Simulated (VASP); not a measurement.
Here is a VASP 6.6.1 calculation.

Contents of INCAR:

```
SYSTEM = LiCl
PREC = Accurate
ENCUT = 520
EDIFF = 1E-6
ISMEAR = 0
SIGMA = 0.01
LREAL = .FALSE.
LASPH = .TRUE.
NELM = 60
ALGO = Normal
ISIF = 2
LWAVE = .FALSE.
LCHARG = .FALSE.
GGA = PE
NBANDS = 12
```

File KPOINTS:

```
regular mesh
0
G
  4 4 4
  0 0 0
```

POSCAR

```
LiCl
1.0
    0.0000000000      2.8212654574      2.8212654574
    2.8212654574      0.0000000000      2.8212654574
    2.8212654574      2.8212654574      0.0000000000
Li Cl
1 1
Direct
    0.0000000000      0.0000000000      0.0000000000
    0.2500000000      0.2500000000      0.2500000000
```

Potentials or basis: VASP PAW PBE potentials, release 64 (Li_sv, Cl).

The run is started by

```bash
$ cat potpaw_PBE.64/Li_sv/POTCAR potpaw_PBE.64/Cl/POTCAR > POTCAR
$ mpirun -np 1 vasp_std > vasp.out
```

**Question.** Estimate the band gap on the k mesh.

**Answer.** 5.74 eV, direct.

Caveat: the k points lie up to 0.48 Å⁻¹ apart.
